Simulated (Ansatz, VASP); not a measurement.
# One calculation of MgRh, two programs

```
CELL_PARAMETERS angstrom
3.09920 0.00000 0.00000
0.00000 3.09920 0.00000
0.00000 0.00000 3.09920
ATOMIC_POSITIONS crystal
Mg 0.00000 0.00000 0.91933
Rh 0.50000 0.50000 0.50000
```

Change from the starting cell: all Mg atoms moved -0.250 Å, as atom 1 along Cartesian [0 0 1].

Alike in both runs: task single point; functional LDA; k mesh 16 × 16 × 16; occupations gaussian, width 0.15 eV; no spin polarisation.

```csv
,VASP,Ansatz
version,VASP 6.6.1,Ansatz 0.2.0
potentials or method,"VASP PAW LDA potentials, release 64 (Mg, Rh_pv), cutoff 520 eV","scalar-relativistic, plane waves, PAW"
valence electrons in the cell,17,27
```

|  | VASP | Ansatz | Ansatz less VASP |
| --- | --- | --- | --- |
| gap on the k mesh at the Fermi level (eV) | none | none | - |
| pressure (GPa) | -4.0 | -3.7 | +0.29 |
| traceless stress, the component that is largest in VASP (GPa) | -1.99 | -1.95 | +0.045 |
| rms of the force components (eV/Å) | 0.746 | 0.741 | -0.0055 |

LDA's correlation is that of Perdew and Zunger in VASP and of Perdew and Wang (1992) in Ansatz. Atom by atom the forces differ by 0.006 eV/Å (rms over components). A gap of «none» marks a metal or a gap that the smearing closes. VASP's potentials hold 17 valence electrons a cell and Ansatz's 27, so a difference there can come from the potentials and not from the codes.
